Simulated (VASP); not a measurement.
A run of VASP 6.6.1 is set up as follows.

Contents of INCAR:

```
PREC = Accurate ; ENCUT = 520
EDIFF = 1E-7 ; ISMEAR = -1
SIGMA = 0.15 ; LREAL = F
LASPH = T ; NELM = 100
ALGO = Normal ; ISIF = 2
LWAVE = F ; LCHARG = T
GGA = PS ; LELF = T
LVHAR = T ; NBANDS = 11
```

KPOINTS

```
Automatic mesh
0
Gamma
  16 16 16
```

Contents of POSCAR:

```
SiC
1.0
    2.6391000000      0.0000000000      0.0000000000
    0.0000000000      2.6391000000      0.0000000000
    0.0000000000      0.0000000000      2.6391000000
Si C
1 1
Direct
    0.0000000000      0.0000000000      0.0000000000
    0.5000000000      0.5000000000      0.5000000000
```

Potentials or basis: VASP PAW PBE potentials, release 64 (Si, C).

The run is started by

```bash
$ cat potpaw_PBE.64/Si/POTCAR potpaw_PBE.64/C/POTCAR > POTCAR
$ mpirun -np 1 vasp_std > vasp.out
```

Q: What does it give for the pressure?

A: -3.3 GPa.

Q: Estimate the band gap on the k mesh.

A: Zero (band 4 reaches 12.48 eV, above the bottom of band 5 at 8.35 eV).

Caveat: the PAW data sets were made with another functional, which shifts forces and pressure a little.
